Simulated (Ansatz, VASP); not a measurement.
**S: VASP beside Ansatz**

```xyz
2
Lattice="0.0000 2.8961 2.8961 2.8961 0.0000 2.8961 2.8961 2.8961 0.0000" Properties=species:S:1:pos:R:3 pbc="T T T"
S     0.0000    0.0000    0.0000
S     1.4480    1.4480    1.4480
```

Alike in both runs: task electric field gradients; functional PBE; k mesh 12 × 12 × 12; occupations fermi-dirac, width 0.05 eV; no spin polarisation.

|  | VASP | Ansatz |
| --- | --- | --- |
| version | VASP 6.6.1 | Ansatz 0.2.0 |
| potentials or method | VASP PAW PBE potentials, release 64 (S), cutoff 520 eV | all-electron PAW with datasets made for the crystal, scalar-relativistic |

```tsv
	VASP	Ansatz	Ansatz less VASP
pressure (GPa)	-0.1	0.0	+0.10
```

Ansatz ran all-electron here, and VASP with PAW potentials.
